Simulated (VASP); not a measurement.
Ga2GeSe3:

```
Ga Ge Se
1.0
     3.89804    0.00000    0.00000
     0.00000    3.89804    0.00000
     0.00000    0.00000    8.46967
Ga Ge Se
2 1 3
Direct
  0.50000 0.00000 0.26261
  0.00000 0.50000 0.73739
  0.00000 0.00000 0.00000
  0.50000 0.00000 0.62505
  0.00000 0.50000 0.37495
  0.50000 0.50000 0.00000
```

The cell was built from a structure type or drawn by symmetry, and may not be a known phase.

| Item | Value |
| --- | --- |
| Program | VASP 6.6.1 |
| Task | relaxation of cell and atoms |
| Functional | PBE |
| Potentials or basis | VASP PAW PBE potentials, release 64 (Ga_d, Ge_d, Se) |
| Cutoff | 600 eV |
| k mesh | 4 × 4 × 2 |
| Occupations | gaussian, width 0.1 eV |
| Spin | no spin polarisation |

At the start: pressure -0.7 GPa; volume 21.45 Å³/atom.

Problem. Where does the relaxation end?

Solution. Over 33 steps the energy falls by 250.2 meV/atom and the volume is 24.83 Å³/atom (+15.8 %); space group P-4m2 (No. 115, to 0.1 Å) before and after.

The path:
| step | energy change (eV) | largest force (eV/Å) | pressure (GPa) | volume (Å³) |
| --- | --- | --- | --- | --- |
| 1 | 0.0000 | 1.3435 | -0.67 | 128.69 |
| 2 | -0.3097 | 1.1603 | -0.12 | 126.98 |
| 3 | -0.6934 | 0.2938 | 5.37 | 121.24 |
| 4 | -0.7164 | 0.5266 | 3.47 | 122.61 |
| 5 | -0.8809 | 0.3881 | -0.49 | 133.21 |
| 6 | -0.8861 | 0.4027 | -1.20 | 135.80 |
| 7 | -0.9531 | 0.3273 | -0.40 | 136.22 |
| 8 | -0.9819 | 0.2245 | 0.47 | 136.53 |
| 9 | -0.9839 | 0.1915 | 0.81 | 136.63 |
| 10 | -1.0135 | 0.1820 | -0.07 | 140.03 |
| 11 | -1.0276 | 0.2320 | -0.76 | 143.16 |
| 12 | -1.0756 | 0.4815 | -1.70 | 149.56 |
| 13 | -1.1239 | 0.4546 | -3.91 | 162.91 |
| 14 | -1.1357 | 0.5563 | -2.73 | 155.69 |
| 15 | -1.1424 | 0.5054 | -3.45 | 160.02 |
| 16 | -1.1443 | 0.5333 | -3.13 | 158.00 |
| 17 | -1.1510 | 0.5227 | -3.18 | 158.47 |
| 18 | -1.1669 | 0.4882 | -3.38 | 159.88 |
| 19 | -1.1754 | 0.5524 | -3.74 | 162.72 |
| 20 | -1.2025 | 0.5708 | -3.60 | 162.03 |
| 21 | -1.2739 | 0.6203 | -3.10 | 159.96 |
| 22 | -1.3654 | 0.6960 | -1.80 | 155.88 |
| 23 | -1.2798 | 0.7088 | 1.67 | 147.89 |
| 24 | -1.3816 | 0.7207 | -0.92 | 153.74 |
| 25 | -1.4061 | 0.6581 | -0.83 | 152.95 |
| 26 | -1.4636 | 0.4369 | -0.36 | 150.57 |
| 27 | -1.4837 | 0.2495 | 0.90 | 145.82 |
| 28 | -1.4934 | 0.1292 | 0.34 | 147.68 |
| 29 | -1.4936 | 0.1403 | 0.38 | 147.48 |
| 30 | -1.4961 | 0.1219 | 0.13 | 148.12 |
| 31 | -1.4971 | 0.0990 | -0.18 | 148.94 |
| 32 | -1.4990 | 0.0712 | -0.17 | 148.95 |
| 33 | -1.5011 | 0.0198 | -0.10 | 148.98 |

Final structure:
```
Ga Ge Se
1.0
     3.80386    0.00000    0.00000
     0.00000    3.80386    0.00000
     0.00000    0.00000   10.29650
Ga Ge Se
2 1 3
Direct
  0.50000 0.00000 0.39124
  0.00000 0.50000 0.60876
  0.00000 0.00000 0.00000
  0.50000 0.00000 0.64898
  0.00000 0.50000 0.35102
  0.50000 0.50000 0.00000
```

Caveat: the k points lie up to 0.41 Å⁻¹ apart in the final cell, too coarse for converged energies and pressures of a metal; the volume moved by over 15 % at a fixed basis, so the end points are rough.
